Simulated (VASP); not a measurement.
# SiNi (Pnma) in VASP: further runs, part 2 of 2

VASP 6.6.1.

## (3) Single point, LDA

INCAR

```
SYSTEM = SiNi
PREC     = Accurate       ! precision mode
ENCUT    = 600            ! plane-wave cutoff, eV
EDIFF    = 1E-6           ! SCF threshold, eV
ISMEAR   = 1              ! smearing method
SIGMA    = 0.1            ! smearing width, eV
LREAL    = .FALSE.        ! projectors in reciprocal space
LASPH    = .TRUE.         ! aspherical terms in the spheres
NELM     = 120            ! most SCF steps
ALGO     = Normal         ! electronic algorithm
ISIF     = 2              ! what is computed and relaxed
LWAVE    = .FALSE.        ! write WAVECAR
LCHARG   = .FALSE.        ! write CHGCAR
GGA      = CA             ! functional
NBANDS   = 70             ! bands
GGA_COMPAT= .FALSE.
```

KPOINTS

```
Automatic mesh
0
G
  4 4 4
  0 0 0
```

POSCAR

```
SiNi
1.0
    0.0000000000      3.3970617239      5.5985037865
    5.1384090016      0.0000000000      5.5985037865
    5.1384090016      3.3970617239      0.0000000000
Si Ni
8 8
Direct
    0.2574661360      0.3283717869      0.4925338640
    0.7574661360      0.8283717869      0.9925338640
    0.2425338640      0.1716282131      0.0074661360
    0.7425338640      0.6716282131      0.5074661360
    0.1716282131      0.7425338640      0.5783717869
    0.6716282131      0.2425338640      0.0783717869
    0.3283717869      0.7574661360      0.9216282131
    0.8283717869      0.2574661360      0.4216282131
    0.2150833333      0.4734900679      0.0349166667
    0.7150833333      0.9734900679      0.5349166667
    0.2849166667      0.0265099321      0.4650833333
    0.7849166667      0.5265099321      0.9650833333
    0.0265099321      0.7849166667      0.2234900679
    0.5265099321      0.2849166667      0.7234900679
    0.4734900679      0.7150833333      0.2765099321
    0.9734900679      0.2150833333      0.7765099321
```

Potentials or basis: VASP PAW LDA potentials, release 64 (Si, Ni).

Run with:

```console
$ cat potpaw_LDA.64/Si/POTCAR potpaw_LDA.64/Ni/POTCAR > POTCAR
$ mpirun -np 1 vasp_std > vasp.out
```

OUTCAR:

```text
SYSTEM = SiNi
   PREC = Accurate
   ENCUT = 600
   EDIFF = 1E-6
   ISMEAR = 1
   LREAL = .FALSE.
   LASPH = .TRUE.
   NELM = 120
   ISIF = 2
   GGA = CA

 ion  position               nearest neighbor table
   1  0.257  0.328  0.493-  11 2.29  13 2.33  14 2.33  16 2.39   9 2.41  10 2.41   3 2.68   4 2.68

   2  0.757  0.828  0.993-  12 2.29  13 2.33  14 2.33  15 2.39  10 2.41   9 2.41   4 2.68   3 2.68

   3  0.243  0.172  0.007-   9 2.29  15 2.33  16 2.33  14 2.39  11 2.41  12 2.41   2 2.68   1 2.68
[... 13 lines left out ...]
  10  0.715  0.973  0.535-   4 2.29   5 2.33   6 2.33   8 2.39   2 2.41   1 2.41  13 2.66  14 2.66
                            11 2.71  12 2.71
  11  0.285  0.027  0.465-   1 2.29   7 2.33   8 2.33   5 2.39   3 2.41   4 2.41  15 2.66  16 2.66
                             9 2.71  10 2.71
  12  0.785  0.527  0.965-   2 2.29   7 2.33   8 2.33   6 2.39   4 2.41   3 2.41  15 2.66  16 2.66
                             9 2.71  10 2.71
  13  0.027  0.785  0.223-   7 2.29   2 2.33   1 2.33   4 2.39   6 2.41   5 2.41   9 2.66  10 2.66
                            15 2.71  16 2.71
  14  0.527  0.285  0.723-   8 2.29   2 2.33   1 2.33   3 2.39   5 2.41   6 2.41   9 2.66  10 2.66
                            15 2.71  16 2.71
  15  0.473  0.715  0.277-   5 2.29   4 2.33   3 2.33   2 2.39   8 2.41   7 2.41  11 2.66  12 2.66
                            13 2.71  14 2.71
  16  0.973  0.215  0.777-   6 2.29   4 2.33   3 2.33   1 2.39   7 2.41   8 2.41  11 2.66  12 2.66
                            13 2.71  14 2.71

  LATTYP: Found a face centered orthorhombic cell.
 ALAT       =     6.7941234478
 B/A-ratio  =     1.5126039558
 C/A-ratio  =     1.6480429976

  Lattice vectors:

 A1 = (   5.1384090016,   0.0000000000,  -5.5985037865)
 A2 = (   0.0000000000,   3.3970617239,  -5.5985037865)
 A3 = (   5.1384090016,   3.3970617239,   0.0000000000)

Analysis of symmetry for initial positions (statically):
=====================================================================
 Subroutine PRICEL returns following result:

  LATTYP: Found a simple orthorhombic cell.
 ALAT       =     3.3970617239
 B/A-ratio  =     1.5126039558
 C/A-ratio  =     1.6480429976

  Lattice vectors:

[... 173 lines left out ...]
   AEXX    =    0.0000 exact exchange contribution
   IVDW    =     0    specifies the selected vdW correction
   LEPSILON=     F    determine dielectric tensor
   LRPA    =     F    only Hartree local field effects (RPA)
 non-spin polarized calculation
 Methfessel and Paxton  Order N= 1 SIGMA  =   0.10
  energy-cutoff  :      600.00
  volume of cell :      195.45
 maximum number of plane-waves:      6554
 NGX is ok and might be reduce to    54
   NGX = 27   NGY = 31   NGZ = 25

 number of electron     111.9999998 magnetization

 Free energy of the ion-electron system (eV)
  ---------------------------------------------------
  ext. energy  EPLUGINS =         0.00000000
  ---------------------------------------------------
  free energy    TOTEN  =      -109.76466206 eV

  energy without entropy =     -109.76391708  energy(sigma->0) =     -109.76441373

 E-fermi :  10.1948     XC(G=0): -12.3661

 val. band max:       10.1947901008   @ k =   0.5000  -0.0000   0.0000
 cond. band min:      10.2709614059   @ k =  -0.2500   0.0000   0.2500
 fundamental gap:      0.0761713051
 Fermi energy:        10.1948499067

 k-point     1 :       0.0000    0.0000    0.0000
  band No.  band energies     occupation
      1      -2.7003      2.00000
      2       0.6868      2.00000
      3       1.6196      2.00000
      4       1.6196      2.00000
      5       1.6196      2.00000
      6       1.6196      2.00000
[... 1267 lines left out ...]
     67      14.4459      0.00000
     68      14.4459      0.00000
 [bands above 68 left out]

------------------------ aborting loop because EDIFF is reached ----------------------------------------

  FORCE on cell =-STRESS in cart. coord.  units (eV):
  Direction    XX          YY          ZZ          XY          YZ          ZX
  --------------------------------------------------------------------------------------
  -------------------------------------------------------------------------------------
  Total      -12.4373713    -12.8613206    -12.3969947     -0.0000000      0.0000000      0.0000000
  in kB     -101.9541959   -105.4294802   -101.6232124     -0.0000000      0.0000000      0.0000000
  external PRESSURE =    -103.0022962 kB  Pullay stress =       0.0000000 kB

 VOLUME and BASIS-vectors are now :
 -----------------------------------------------------------------------------
  energy-cutoff  :      600.00
  volume of cell :      195.45
      direct lattice vectors                 reciprocal lattice vectors
     0.000000000  3.397061724  5.598503787    -0.097306384  0.147186022  0.089309576
     5.138409002  0.000000000  5.598503787     0.097306384 -0.147186022  0.089309576
     5.138409002  3.397061724  0.000000000     0.097306384  0.147186022 -0.089309576

 POSITION                                       TOTAL-FORCE (eV/Angst)
 -----------------------------------------------------------------------------------
      4.21815      2.54780      3.27982        -0.143020      0.000000     -0.002938
      9.35656      5.94486      8.87832        -0.143020      0.000000     -0.002938
      0.92026      0.84927      2.31869         0.143020      0.000000      0.002938
      6.05867      4.24633      7.91719         0.143020      0.000000      0.002938
      6.78735      2.54780      5.11794        -0.143020      0.000000      0.002938
      1.64894      2.54780      5.11794        -0.143020      0.000000      0.002938
[... 8 lines left out ...]
      5.09521      2.54780      6.65423         0.047775      0.000000      0.070219
      5.09521      5.94486      6.65423         0.047775      0.000000      0.070219
 -----------------------------------------------------------------------------------
    total drift:                               -0.000000      0.000000      0.000000

  FREE ENERGIE OF THE ION-ELECTRON SYSTEM (eV)
  ---------------------------------------------------
  free  energy   TOTEN  =      -109.7646620578 eV

  energy  without entropy=     -109.7639170787  energy(sigma->0) =     -109.76441373
```

stdout:

```text
POSCAR found type information on POSCAR SiNi
 POSCAR found :  2 types and      16 ions
 scaLAPACK will be used
 LDA part: xc-table for (Slater(with rela. corr.)+CA(PZ))
 , standard interpolation
 POSCAR, INCAR and KPOINTS ok, starting setup
 FFT: planning ... GRIDC
 FFT: planning ... GRID_SOFT
 FFT: planning ... GRID
 WAVECAR not read
 entering main loop
```

Run time: 16 min. Hardware: 1 thread of Oxide Virtual Turin-like, shared host; peak memory 0.42 GiB.

Results:

```yaml
Free_energy: -109.7647 eV
Pressure: -10.3 GPa
Largest_force: 0.143 eV/Å
Band_gap_on_the_k_mesh: zero (bands 56 and 57 overlap by 0.45 eV)
```

Forces in eV/Å, atoms in the order of the input:
```
Si  -0.143  0.000 -0.003
Si  -0.143  0.000 -0.003
Si   0.143  0.000  0.003
Si   0.143  0.000  0.003
Si  -0.143  0.000  0.003
Si  -0.143  0.000  0.003
Si   0.143  0.000 -0.003
Si   0.143  0.000 -0.003
Ni  -0.048  0.000  0.070
Ni  -0.048  0.000  0.070
Ni   0.048  0.000 -0.070
Ni   0.048  0.000 -0.070
Ni  -0.048  0.000 -0.070
Ni  -0.048  0.000 -0.070
Ni   0.048  0.000  0.070
Ni   0.048  0.000  0.070
```

Stress tensor (GPa, compression positive):
```
-10.20   0.00   0.00
  0.00 -10.54   0.00
  0.00   0.00 -10.16
```

Levels at points of the mesh, in eV from the Fermi level:
| k point | band 53 | band 54 | band 55 | band 56 | band 57 | band 58 | band 59 | band 60 |
| --- | --- | --- | --- | --- | --- | --- | --- | --- |
| (0.00, 0.00, 0.00) | -1.81 | -1.26 | -1.17 | -0.95 | 0.62 | 1.22 | 2.50 | 2.50 |
| (0.50, 0.00, 0.00) | -1.07 | -1.07 | -0.41 | -0.41 | 0.00 | 0.00 | 0.61 | 0.61 |
| (0.50, 0.50, 0.00) | -1.41 | -1.41 | -0.25 | -0.25 | 0.39 | 0.39 | 0.39 | 0.39 |
| (0.50, 0.00, 0.50) | -0.98 | -0.98 | -0.65 | -0.65 | 0.78 | 0.78 | 1.95 | 1.95 |
| (0.00, 0.50, 0.50) | -1.72 | -1.72 | 0.15 | 0.15 | 0.97 | 0.97 | 1.04 | 1.04 |

Caveat: the cell stands under tension.

## (4) Single point, PBEsol

INCAR

```
PREC = Accurate
ENCUT = 600
EDIFF = 1E-6
ISMEAR = 1
SIGMA = 0.1
LREAL = False
LASPH = True
NELM = 120
ALGO = Normal
ISIF = 2
LWAVE = False
LCHARG = False
GGA = PS
NBANDS = 70
GGA_COMPAT = False
```

KPOINTS

```
regular mesh
0
Gamma
  4 4 4
```

POSCAR is that of step 3.

Potentials or basis: VASP PAW PBE potentials, release 64 (Si, Ni).

Run with:

```console
$ cat potpaw_PBE.64/Si/POTCAR potpaw_PBE.64/Ni/POTCAR > POTCAR
$ mpirun -np 1 vasp_std > vasp.out
```

OUTCAR:

```text
PREC = Accurate
   ENCUT = 600
   EDIFF = 1E-6
   ISMEAR = 1
   LREAL = False
   LASPH = True
   NELM = 120
   ISIF = 2
   GGA = PS

 ion  position               nearest neighbor table
   1  0.257  0.328  0.493-  11 2.29  13 2.33  14 2.33  16 2.39   9 2.41  10 2.41   3 2.68   4 2.68

   2  0.757  0.828  0.993-  12 2.29  13 2.33  14 2.33  15 2.39  10 2.41   9 2.41   4 2.68   3 2.68

   3  0.243  0.172  0.007-   9 2.29  15 2.33  16 2.33  14 2.39  11 2.41  12 2.41   2 2.68   1 2.68
[... 13 lines left out ...]
  10  0.715  0.973  0.535-   4 2.29   5 2.33   6 2.33   8 2.39   2 2.41   1 2.41  13 2.66  14 2.66
                            11 2.71  12 2.71
  11  0.285  0.027  0.465-   1 2.29   7 2.33   8 2.33   5 2.39   3 2.41   4 2.41  15 2.66  16 2.66
                             9 2.71  10 2.71
  12  0.785  0.527  0.965-   2 2.29   7 2.33   8 2.33   6 2.39   4 2.41   3 2.41  15 2.66  16 2.66
                             9 2.71  10 2.71
  13  0.027  0.785  0.223-   7 2.29   2 2.33   1 2.33   4 2.39   6 2.41   5 2.41   9 2.66  10 2.66
                            15 2.71  16 2.71
  14  0.527  0.285  0.723-   8 2.29   2 2.33   1 2.33   3 2.39   5 2.41   6 2.41   9 2.66  10 2.66
                            15 2.71  16 2.71
  15  0.473  0.715  0.277-   5 2.29   4 2.33   3 2.33   2 2.39   8 2.41   7 2.41  11 2.66  12 2.66
                            13 2.71  14 2.71
  16  0.973  0.215  0.777-   6 2.29   4 2.33   3 2.33   1 2.39   7 2.41   8 2.41  11 2.66  12 2.66
                            13 2.71  14 2.71

  LATTYP: Found a face centered orthorhombic cell.
 ALAT       =     6.7941234478
 B/A-ratio  =     1.5126039558
 C/A-ratio  =     1.6480429976

  Lattice vectors:

 A1 = (   5.1384090016,   0.0000000000,  -5.5985037865)
 A2 = (   0.0000000000,   3.3970617239,  -5.5985037865)
 A3 = (   5.1384090016,   3.3970617239,   0.0000000000)

Analysis of symmetry for initial positions (statically):
=====================================================================
 Subroutine PRICEL returns following result:

  LATTYP: Found a simple orthorhombic cell.
[... 177 lines left out ...]
   GGA     = PS    functional components
   LHFCALC =     F    Hartree Fock is set to
   AEXX    =    0.0000 exact exchange contribution
   IVDW    =     0    specifies the selected vdW correction
   LEPSILON=     F    determine dielectric tensor
   LRPA    =     F    only Hartree local field effects (RPA)
 non-spin polarized calculation
 Methfessel and Paxton  Order N= 1 SIGMA  =   0.10
  energy-cutoff  :      600.00
  volume of cell :      195.45
 maximum number of plane-waves:      6554
 NGX is ok and might be reduce to    54
   NGX = 27   NGY = 31   NGZ = 25

 number of electron     111.9999998 magnetization

 Free energy of the ion-electron system (eV)
  ---------------------------------------------------
  ext. energy  EPLUGINS =         0.00000000
  ---------------------------------------------------
  free energy    TOTEN  =      -104.40089943 eV

  energy without entropy =     -104.39928604  energy(sigma->0) =     -104.40036163

 E-fermi :  10.2292     XC(G=0): -12.2845

 val. band max:       10.2283061010   @ k =   0.5000  -0.2500   0.2500
 cond. band min:      10.2980069624   @ k =  -0.2500   0.0000   0.2500
 fundamental gap:      0.0697008614
 Fermi energy:        10.2292369926

 k-point     1 :       0.0000    0.0000    0.0000
  band No.  band energies     occupation
      1      -2.7224      2.00000
      2       0.6814      2.00000
      3       1.6282      2.00000
      4       1.6282      2.00000
      5       1.6282      2.00000
      6       1.6282      2.00000
[... 1267 lines left out ...]
     67      14.4226      0.00000
     68      14.4226      0.00000
 [bands above 68 left out]

------------------------ aborting loop because EDIFF is reached ----------------------------------------

  FORCE on cell =-STRESS in cart. coord.  units (eV):
  Direction    XX          YY          ZZ          XY          YZ          ZX
  --------------------------------------------------------------------------------------
  -------------------------------------------------------------------------------------
  Total       -6.8572381     -7.5145966     -7.0414465      0.0000000      0.0000000      0.0000000
  in kB      -56.2115721    -61.6002072    -57.7216034      0.0000000      0.0000000      0.0000000
  external PRESSURE =     -58.5111275 kB  Pullay stress =       0.0000000 kB

 VOLUME and BASIS-vectors are now :
 -----------------------------------------------------------------------------
  energy-cutoff  :      600.00
  volume of cell :      195.45
      direct lattice vectors                 reciprocal lattice vectors
     0.000000000  3.397061724  5.598503787    -0.097306384  0.147186022  0.089309576
     5.138409002  0.000000000  5.598503787     0.097306384 -0.147186022  0.089309576
     5.138409002  3.397061724  0.000000000     0.097306384  0.147186022 -0.089309576

 POSITION                                       TOTAL-FORCE (eV/Angst)
 -----------------------------------------------------------------------------------
      4.21815      2.54780      3.27982        -0.056675      0.000000      0.017004
      9.35656      5.94486      8.87832        -0.056675      0.000000      0.017004
      0.92026      0.84927      2.31869         0.056675      0.000000     -0.017004
      6.05867      4.24633      7.91719         0.056675      0.000000     -0.017004
      6.78735      2.54780      5.11794        -0.056675      0.000000     -0.017004
      1.64894      2.54780      5.11794        -0.056675      0.000000     -0.017004
[... 8 lines left out ...]
      5.09521      2.54780      6.65423         0.002927      0.000000      0.008001
      5.09521      5.94486      6.65423         0.002927      0.000000      0.008001
 -----------------------------------------------------------------------------------
    total drift:                               -0.000000      0.000000      0.000000

  FREE ENERGIE OF THE ION-ELECTRON SYSTEM (eV)
  ---------------------------------------------------
  free  energy   TOTEN  =      -104.4008994310 eV

  energy  without entropy=     -104.3992860416  energy(sigma->0) =     -104.40036163
```

stdout:

```text
POSCAR found type information on POSCAR SiNi
 POSCAR found :  2 types and      16 ions
 scaLAPACK will be used
 -----------------------------------------------------------------------------
|                                                                             |
|                                                                             |
|     You enforced a specific xc type in the INCAR file but a different       |
|     I HOPE YOU KNOW WHAT YOU ARE DOING!                                     |
|                                                                             |
 -----------------------------------------------------------------------------

 LDA part: xc-table for (Slater+PW92), standard interpolation
 POSCAR, INCAR and KPOINTS ok, starting setup
 FFT: planning ... GRIDC
 FFT: planning ... GRID_SOFT
 FFT: planning ... GRID
 WAVECAR not read
 entering main loop
```

Run time: 13 min. Hardware: 1 thread of Oxide Virtual Turin-like, shared host; peak memory 0.5 GiB.

Results:

```
Free energy            : -104.4009 eV
Pressure               : -5.9 GPa
Largest force          : 0.059 eV/Å
Band gap on the k mesh : zero (bands 56 and 57 overlap by 0.45 eV)
```

Forces on the atoms (eV/Å):
```
Si  -0.057  0.000  0.017
Si  -0.057  0.000  0.017
Si   0.057  0.000 -0.017
Si   0.057  0.000 -0.017
Si  -0.057  0.000 -0.017
Si  -0.057  0.000 -0.017
Si   0.057  0.000  0.017
Si   0.057  0.000  0.017
Ni  -0.003  0.000  0.008
Ni  -0.003  0.000  0.008
Ni   0.003  0.000 -0.008
Ni   0.003  0.000 -0.008
Ni  -0.003  0.000 -0.008
Ni  -0.003  0.000 -0.008
Ni   0.003  0.000  0.008
Ni   0.003  0.000  0.008
```

Levels at points of the mesh, in eV from the Fermi level:
```
           k point  band 53  band 54  band 55  band 56  band 57  band 58  band 59  band 60
(0.00, 0.00, 0.00)    -1.81    -1.28    -1.16    -0.94     0.62     1.24     2.50     2.50
(0.50, 0.00, 0.00)    -1.06    -1.06    -0.40    -0.40    -0.01    -0.01     0.62     0.62
(0.50, 0.50, 0.00)    -1.41    -1.41    -0.25    -0.25     0.40     0.40     0.40     0.40
(0.50, 0.00, 0.50)    -0.99    -0.99    -0.63    -0.63     0.78     0.78     1.95     1.95
(0.00, 0.50, 0.50)    -1.71    -1.71     0.15     0.15     0.96     0.96     1.04     1.04
```

Caveat: the cell stands under tension; the PAW data sets were made with another functional, which shifts forces and pressure a little. Spin polarisation is off, so any magnetic state and its effect on volume and gap are missing.

## (5) Summary

| level | potentials or basis | gap on the mesh (eV) | pressure (GPa) | largest force (eV/Å) |
| --- | --- | --- | --- | --- |
| PBE | VASP PAW PBE potentials, release 64 (Si, Ni) | none | 0.0 | 0.02 |
| LDA | VASP PAW LDA potentials, release 64 (Si, Ni) | none | -10.3 | 0.14 |
| PBEsol | VASP PAW PBE potentials, release 64 (Si, Ni) | none | -5.9 | 0.06 |

Alike in all rows: task single point; no spin polarisation; cell as given; k mesh 4 × 4 × 4; cutoff (eV) 600; smearing methfessel-paxton 0.1 eV.

Caveats: the cell stands under tension (at least some runs); the PAW data sets were made with another functional, which shifts forces and pressure a little (at least some runs).

Total energies depend on the potentials used, so only differences within one code and one set of settings carry meaning.

The gap in the log of VASP goes by the Fermi energy; the results here count the filled bands.